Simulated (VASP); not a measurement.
## Al16N15 (a cell with a defect): single point with PBE

System: Al16N15 (a cell with a defect).

```xyz
31
Lattice="6.2595 0.0000 0.0000 -3.1298 5.4209 0.0000 0.0000 0.0000 10.0348" Properties=species:S:1:pos:R:3 pbc="T T T"
Al    1.5541    0.9111    2.4765
Al    0.0018    1.8072    5.0643
Al    1.5378    0.9218    7.5681
Al   -0.0017    1.8093   10.0544
Al    0.0036    3.5995    2.4760
Al   -1.3659    4.6371    5.1207
Al    0.0035    3.5730    7.5659
Al   -1.5132    4.5549   10.0144
Al    4.7111    0.9104    2.4768
Al    3.1276    1.5772    5.1197
Al    4.7319    0.9228    7.5647
Al    3.1260    1.7480   10.0119
Al    3.1360    3.6137    1.9126
Al    1.3724    4.6289    5.1295
Al    3.1352    3.6108    7.6148
Al    1.5163    4.5486   10.0109
N     1.5498    0.9129    4.4136
N     0.0113    1.8021    1.9234
N     1.5455    0.9172    9.4355
N     0.0150    1.7996    6.9249
N    -0.0089    3.6055    4.4141
N    -1.5310    4.5267    1.9278
N    -0.0119    3.6170    9.4331
N    -1.5711    4.4989    6.9289
N     4.6988    0.9158    4.4146
N     3.1399    1.7766    1.9289
N     4.6886    0.9149    9.4308
N     3.1452    1.8221    6.9277
N     1.5594    4.5237    1.9248
N     3.1211    3.6216    9.5486
N     1.6010    4.4944    6.9343
```

* Program: VASP 6.6.1
* Task: single point
* Functional: PBE
* Potentials or basis: VASP PAW PBE potentials, release 64 (Al, N)
* Cutoff: 520 eV
* k mesh: 1 × 1 × 1
* Occupations: fermi-dirac, width 0.01 eV
* Spin: no spin polarisation

```
Largest force : 0.933 eV/Å
```

Forces in eV/Å, atoms in the order of the input:
```
Al   0.280 -0.146 -0.134
Al  -0.105  0.057 -0.533
Al   0.059 -0.064 -0.551
Al  -0.145  0.100 -0.762
Al   0.137  0.117 -0.125
Al  -0.186 -0.126 -0.495
Al   0.058 -0.075 -0.530
Al  -0.273 -0.081 -0.365
Al  -0.052 -0.162 -0.127
Al  -0.002  0.215 -0.509
Al   0.126 -0.045 -0.538
Al  -0.077  0.269 -0.316
Al   0.155 -0.120 -0.027
Al   0.026 -0.020 -0.674
Al   0.136 -0.056 -0.713
Al   0.001 -0.023 -0.355
N    0.169 -0.080  0.351
N   -0.191  0.113  0.564
N    0.290 -0.161  0.412
N   -0.174  0.095  0.659
N    0.221  0.098  0.388
N   -0.466 -0.097 -0.090
N    0.220 -0.006  0.434
N   -0.146  0.094  0.811
N    0.036 -0.235  0.394
N   -0.134  0.461 -0.097
N    0.097 -0.174  0.446
N   -0.165  0.095  0.820
N    0.055 -0.046 -0.001
N    0.179 -0.106  0.909
N   -0.128  0.109  0.751
```

Levels at points of the mesh, in eV from the Fermi level:
| k point | band 56 | band 57 | band 58 | band 59 | band 60 | band 61 | band 62 | band 63 | band 64 | band 65 |
| --- | --- | --- | --- | --- | --- | --- | --- | --- | --- | --- |
| (0.00, 0.00, 0.00) | -0.51 | -0.47 | -0.32 | -0.18 | -0.16 | 0.15 | 3.14 | 4.48 | 4.94 | 5.10 |

It took 60 s on 1 thread of Intel(R) Xeon(R) Platinum 8559C (Emerald Rapids), with other jobs on the host, peak memory 0.39 GiB.

Caveat: the k points lie up to 1.16 Å⁻¹ apart, too coarse for converged energies, forces and pressures; the cell carries a net charge on a neutralising background, which shifts energy and pressure; the cell is charged against a uniform background, so pressure and absolute levels hang on convention.
